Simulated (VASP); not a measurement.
# H4C in VASP: notebook

H4C is run at these levels: LDA; tasks: single point.

Everything below comes from runs of VASP 6.6.1. Logs are shortened: lines on timing, memory, paths and dates and some standing lists are left out, and cuts for length are marked.

### 1 The cell of the first run

The cell holds an amorphous packing of atoms, 40 atoms: a = 7.683 Å, b = 7.683 Å, c = 7.683 Å, α = 90.00°, β = 90.00°, γ = 90.00°.

### 2 Single point, LDA

File INCAR:

```
PREC = Accurate ; ENCUT = 520
EDIFF = 1E-6 ; ISMEAR = -1
SIGMA = 0.05 ; LREAL = Auto
LASPH = T ; NELM = 120
ALGO = Normal ; ISIF = 2
LWAVE = F ; LCHARG = F
NBANDS = 58 ; GGA_COMPAT = F
```

File KPOINTS:

```
regular mesh
0
Gamma
  1 1 1
```

File POSCAR:

```
H4C
1.0
    7.6834750000      0.0000000000      0.0000000000
    0.0000000000      7.6834750000      0.0000000000
    0.0000000000      0.0000000000      7.6834750000
C H
8 32
Direct
    0.9422169006      0.2441603571      0.1828729839
    0.6594412034      0.8001457674      0.1508171758
    0.0324332415      0.6700483831      0.3359157152
    0.1265312896      0.9939122598      0.8881528215
    0.7203511432      0.4654013972      0.6203573253
    0.6092425628      1.0214518821      0.6825817745
    0.4461783243      0.3509089312      0.1820530424
    0.1987512161      0.2149548219      0.5248276333
    0.9632360358      0.1313207891      0.1069828430
    0.8866821328      0.1993889484      0.3074520318
    0.8434074426      0.3247098481      0.1127094186
    1.0639847205      0.3302802443      0.1945213592
    0.7921285616      0.8320714260      0.1678927829
    0.5947569296      0.8230650845      0.2803809474
    0.6353765711      0.6606125484      0.1195813092
    0.6012513869      0.8850162199      0.0459948135
    0.1437630760      0.5859588272      0.2990834225
   -0.0109715981      0.6383309635      0.4705813450
   -0.0570184715      0.6387083969      0.2344772385
    0.0746667361      0.8063278660      0.3417984701
    0.1843436726      1.1306472657      0.9034714110
    0.1421882677      0.9173974016      1.0047276786
    0.1792287995      0.9235795002      0.7805712910
   -0.0199258799      1.0158164112      0.8734849791
    0.6875274534      0.5991559809      0.6509554596
    0.6334373444      0.3818454540      0.7000218000
    0.8615112303      0.4450590390      0.6571505731
    0.7111235476      0.4491847764      0.4801863740
    0.5925574040      1.0993072796      0.8003540065
    0.5317255539      0.8978229252      0.7016486681
    0.7475133322      1.0054695304      0.6777792600
    0.5730349874      1.0855114385      0.5563498287
    0.5017781668      0.3358246106      0.3175646436
    0.3385447340      0.2573314809      0.1624265062
    0.5465756054      0.3053566257      0.0850526617
    0.4129381562      0.4869281152      0.1653808986
    0.3186058392      0.1516241024      0.5767572615
    0.1771333934      0.1501664286      0.4000924061
    0.2328373555      0.3489827194      0.5085719678
    0.0895428175      0.2053107481      0.6142403014
```

Potentials or basis: VASP PAW LDA potentials, release 64 (C, H).

The run is started by

```
$ cat potpaw_LDA.64/C/POTCAR potpaw_LDA.64/H/POTCAR > POTCAR
$ mpirun -np 1 vasp_gam > vasp.out
```

OUTCAR:

```text
PREC = Accurate
   ENCUT = 520
   EDIFF = 1E-6
   ISMEAR = -1
   LREAL = Auto
   LASPH = T
   NELM = 120
   ISIF = 2

 ion  position               nearest neighbor table
   1  0.942  0.244  0.183-   9 1.06  10 1.10  11 1.12  12 1.15
   2  0.659  0.800  0.151-  13 1.06  15 1.11  14 1.13  16 1.13
   3  0.032  0.670  0.336-  19 1.07  20 1.10  17 1.11  18 1.11
   4  0.127  0.994  0.888-  23 1.07  22 1.08  24 1.14  21 1.15
   5  0.720  0.465  0.620-  25 1.08  28 1.09  26 1.11  27 1.13
   6  0.609  0.021  0.683-  31 1.07  29 1.09  32 1.12  30 1.13
   7  0.446  0.351  0.182-  36 1.08  34 1.11  35 1.13  33 1.13
   8  0.199  0.215  0.525-  39 1.07  40 1.09  38 1.09  37 1.12
   9  0.963  0.131  0.107-   1 1.06
  10  0.887  0.199  0.307-   1 1.10
  11  0.843  0.325  0.113-   1 1.12
  12  0.064  0.330  0.195-   1 1.15
  13  0.792  0.832  0.168-   2 1.06
  14  0.595  0.823  0.280-   2 1.13
[... 24 lines left out ...]
  39  0.233  0.349  0.509-   8 1.07
  40  0.090  0.205  0.614-   8 1.09

  LATTYP: Found a simple cubic cell.
 ALAT       =     7.6834750000

  Lattice vectors:

 A1 = (   7.6834750000,   0.0000000000,   0.0000000000)
 A2 = (   0.0000000000,   7.6834750000,   0.0000000000)
 A3 = (   0.0000000000,   0.0000000000,   7.6834750000)

Analysis of symmetry for initial positions (statically):
=====================================================================
 Subroutine PRICEL returns:
 Original cell was already a primitive cell.

 Routine SETGRP: Setting up the symmetry group for a
 simple cubic supercell.

 Subroutine GETGRP returns: Found  1 space group operations
 (whereof  1 operations were pure point group operations)
 out of a pool of 48 trial point group operations.

The static configuration has the point symmetry C_1 .

Analysis of symmetry for dynamics (positions and initial velocities):
=====================================================================
 Subroutine PRICEL returns:
 Original cell was already a primitive cell.

 Routine SETGRP: Setting up the symmetry group for a
 simple cubic supercell.

 Subroutine GETGRP returns: Found  1 space group operations
 (whereof  1 operations were pure point group operations)
 out of a pool of 48 trial point group operations.

The dynamic configuration has the point symmetry C_1 .

 Subroutine INISYM returns: Found  1 space group operations
 (whereof  1 operations are pure point group operations),
 and found     1 'primitive' translations

----------------------------------------------------------------------------------------

                                     Primitive cell

  volume of cell :     453.6000

  direct lattice vectors                    reciprocal lattice vectors
     7.683475000  0.000000000  0.000000000     0.130149444  0.000000000  0.000000000
     0.000000000  7.683475000  0.000000000     0.000000000  0.130149444  0.000000000
     0.000000000  0.000000000  7.683475000     0.000000000  0.000000000  0.130149444

  length of vectors
     7.683475000  7.683475000  7.683475000     0.130149444  0.130149444  0.130149444

  position of ions in fractional coordinates (direct lattice)
     0.942216901  0.244160357  0.182872984
     0.659441203  0.800145767  0.150817176
     0.032433242  0.670048383  0.335915715
     0.126531290  0.993912260  0.888152822
     0.720351143  0.465401397  0.620357325
     0.609242563  0.021451882  0.682581775
[... 32 lines left out ...]
     0.232837356  0.348982719  0.508571968
     0.089542818  0.205310748  0.614240301

  ion indices of the primitive-cell ions
   primitive index   ion index
                 1           1
                 2           2
                 3           3
                 4           4
                 5           5
                 6           6
[... 32 lines left out ...]
                39          39
                40          40

----------------------------------------------------------------------------------------

 KPOINTS: regular mesh

Automatic generation of k-mesh.
 Grid dimensions read from file:
 generate k-points for:    1    1    1

 Generating k-lattice:

  Cartesian coordinates                     Fractional coordinates (reciprocal lattice)
     0.130149444  0.000000000  0.000000000     1.000000000  0.000000000  0.000000000
     0.000000000  0.130149444  0.000000000     0.000000000  1.000000000  0.000000000
     0.000000000  0.000000000  0.130149444     0.000000000  0.000000000  1.000000000

  Length of vectors
     0.130149444  0.130149444  0.130149444

  Shift w.r.t. Gamma in fractional coordinates (k-lattice)
     0.000000000  0.000000000  0.000000000

 Subroutine IBZKPT returns following result:
 ===========================================

 Found      1 irreducible k-points:

 Following reciprocal coordinates:
            Coordinates               Weight
  0.000000  0.000000  0.000000      1.000000
   k-points           NKPTS =      1   k-points in BZ     NKDIM =      1   number of bands    NBANDS=     58
   number of dos      NEDOS =    301   number of ions     NIONS =     40
   total plane-waves  NPLWV = 216000
   dimension x,y,z NGX =    60 NGY =   60 NGZ =   60
   dimension x,y,z NGXF=   120 NGYF=  120 NGZF=  120
   ions per type =               8  32
   NGX,Y,Z   is equivalent  to a cutoff of  12.98, 12.98, 12.98 a.u.
   NGXF,Y,Z  is equivalent  to a cutoff of  25.96, 25.96, 25.96 a.u.
 SYSTEM =  unknown system
   PREC   = accura    normal or accurate (medium, high low for compatibility)
   ISTART =      0    job   : 0-new  1-cont  2-samecut
   ICHARG =      2    charge: 1-file 2-atom 10-const
   ISPIN  =      1    spin polarized calculation?
   LNONCOLLINEAR =      F non collinear calculations
   LSORBIT =      F    spin-orbit coupling
   LASPH  =      T    aspherical Exc in radial PAW
   ENCUT  =  520.0 eV  38.22 Ry    6.18 a.u.  14.29 14.29 14.29*2*pi/ulx,y,z
   NELM   =    120;   NELMIN=  2; NELMDL= -5     # of ELM steps
   EDIFF  = 0.1E-05   stopping-criterion for ELM
   LREAL  =      T    real-space projection
   EDIFFG = 0.1E-04   stopping-criterion for IOM
   NSW    =      0    number of steps for IOM
   IBRION =     -1    ionic relax: 0-MD 1-quasi-New 2-CG
   NFREE  =      0    steps in history (QN), initial steepest desc. (CG)
   ISIF   =      2    stress and relaxation
   ISYM   =      2    0-nonsym 1-usesym 2-fastsym
   POTIM  = 0.5000    time-step for ionic-motion
   TEBEG  =    0.0;   TEEND  =   0.0 temperature during run
   PSTRESS=    0.0 pullay stress
   NELECT =      64.0000    total number of electrons
   NUPDOWN=      -1.0000    fix difference up-down
   EMIN   =  10.00;   EMAX   =-10.00  energy-range for DOS
   EFERMI =   0.00;   METHOD = LEGACY
   ISMEAR =    -1;   SIGMA  =   0.05  broadening in eV -4-tet -1-fermi 0-gaus
   EFERMI_NEDOS =   21; number of points for ismear=-14 and -15
   IALGO  =     38    algorithm
   IMIX   =      4    mixing-type and parameters
     AMIX     =   0.40;   BMIX     =  1.00
     AMIX_MAG =   1.60;   BMIX_MAG =  1.00
  volume/ion in A,a.u.               =      11.34        76.53
  Fermi-wavevector in a.u.,A,eV,Ry     =   0.852270  1.610557  9.882781  0.726364
  Thomas-Fermi vector in A             =   1.968532
   LORBIT       =      0    0 simple, 1 ext, 2 COOP (PROOUT), +10 PAW based schemes
   GGA     = CA    functional components
   LHFCALC =     F    Hartree Fock is set to
   AEXX    =    0.0000 exact exchange contribution
   IVDW    =     0    specifies the selected vdW correction
   LEPSILON=     F    determine dielectric tensor
   LRPA    =     F    only Hartree local field effects (RPA)
 non-spin polarized calculation
  energy-cutoff  :      520.00
  volume of cell :      453.60
 maximum number of plane-waves:      6099
 NGX is ok and might be reduce to    60
   NGX = 29   NGY = 29   NGZ = 29

 number of electron      64.0000001 magnetization

 Free energy of the ion-electron system (eV)
  ---------------------------------------------------
  ext. energy  EPLUGINS =         0.00000000
  ---------------------------------------------------
  free energy    TOTEN  =      -198.34397061 eV

  energy without entropy =     -198.34397061  energy(sigma->0) =     -198.34397061

 E-fermi :  -4.7556     XC(G=0):  -6.2836

 val. band max:       -5.9600509493   @ k =   0.0000   0.0000   0.0000
 cond. band min:       0.4765783609   @ k =   0.0000   0.0000   0.0000
 fundamental gap:      6.4366293102
 Fermi energy:        -4.7555767737

 k-point     1 :       0.0000    0.0000    0.0000
  band No.  band energies     occupation
      1     -15.1004      2.00000
      2     -14.7649      2.00000
      3     -14.7361      2.00000
      4     -14.5996      2.00000
      5     -14.5233      2.00000
      6     -14.4305      2.00000
[... 36 lines left out ...]
     43       3.6926      0.00000
     44       3.9028      0.00000
 [bands above 44 left out]

------------------------ aborting loop because EDIFF is reached ----------------------------------------

  FORCE on cell =-STRESS in cart. coord.  units (eV):
  Direction    XX          YY          ZZ          XY          YZ          ZX
  --------------------------------------------------------------------------------------
  -------------------------------------------------------------------------------------
  Total       -0.3930326     -1.2025729     -1.8393618     -2.5362064      0.7368596      0.3987023
  in kB       -1.3882449     -4.2476522     -6.4968776     -8.9582283      2.6026890      1.4082712
  external PRESSURE =      -4.0442583 kB  Pullay stress =       0.0000000 kB

 VOLUME and BASIS-vectors are now :
 -----------------------------------------------------------------------------
  energy-cutoff  :      520.00
  volume of cell :      453.60
      direct lattice vectors                 reciprocal lattice vectors
     7.683475000  0.000000000  0.000000000     0.130149444  0.000000000  0.000000000
     0.000000000  7.683475000  0.000000000     0.000000000  0.130149444  0.000000000
     0.000000000  0.000000000  7.683475000     0.000000000  0.000000000  0.130149444

 POSITION                                       TOTAL-FORCE (eV/Angst)
 -----------------------------------------------------------------------------------
      7.23950      1.87600      1.40510        -0.066510      2.125700      0.331825
      5.06680      6.14790      1.15880        -2.267929     -0.011968      0.037044
      0.24920      5.14830      2.58100         1.344521     -0.356916      1.036415
      0.97220      7.63670      6.82410        -1.415176      2.063129      0.482107
      5.53480      3.57590      4.76650         0.957529     -0.162865      0.842059
      4.68110      0.16482      5.24460        -1.090359     -0.414416     -0.366557
[... 32 lines left out ...]
      1.78900      2.68140      3.90760         0.075190      1.029128     -0.411668
      0.68800      1.57750      4.71950        -0.258199     -0.254239      0.141830
 -----------------------------------------------------------------------------------
    total drift:                               -0.005211      0.003734     -0.012156

  FREE ENERGIE OF THE ION-ELECTRON SYSTEM (eV)
  ---------------------------------------------------
  free  energy   TOTEN  =      -198.3439706089 eV

  energy  without entropy=     -198.3439706088  energy(sigma->0) =     -198.34397061
```

Run time: 77 s. Hardware: 1 thread of Intel Xeon 8259CL, shared host; peak memory 0.35 GiB.

Results:

* Free energy: -198.3440 eV
* Pressure: -0.4 GPa
* Largest force: 2.548 eV/Å
* Band gap on the k mesh: 6.44 eV

Forces in eV/Å, atoms in the order of the input:
```
C   -0.067  2.126  0.332
C   -2.268 -0.012  0.037
C    1.345 -0.357  1.036
C   -1.415  2.063  0.482
C    0.958 -0.163  0.842
C   -1.090 -0.414 -0.367
C    1.120 -1.358  0.294
C    1.099 -1.002  0.236
H    0.500 -1.045 -0.820
H    0.222  0.423  0.094
H    0.198 -0.291  0.302
H   -1.158 -1.107  0.147
H    1.412  0.146 -0.043
H    0.148  0.075 -0.713
H    0.372  0.410 -0.067
H    0.197 -0.472  0.661
H    0.207  0.220  0.486
H   -0.130 -0.234 -0.619
H   -1.139  0.159 -0.388
H   -0.057  0.134 -0.418
H   -0.250 -1.371 -0.156
H    0.238 -0.276  0.739
H    0.386 -0.307 -0.946
H    1.124 -0.310 -0.155
H   -0.027  0.574  0.065
H    0.281 -0.053 -0.485
H   -0.889 -0.015 -0.101
H   -0.258 -0.318 -0.364
H   -0.539  0.540 -0.045
H    0.755  0.639 -0.264
H    1.027 -0.768 -0.164
H   -0.111 -0.068  0.867
H   -0.348 -0.053 -0.818
H   -0.120  0.480  0.259
H   -0.304  0.606  0.533
H   -0.330  0.344 -0.301
H   -0.531  0.127  0.255
H   -0.373  0.156 -0.164
H    0.075  1.029 -0.412
H   -0.258 -0.254  0.142
```

Caveat: the k points lie up to 0.82 Å⁻¹ apart.

(Part 1 of 2 ends here.)
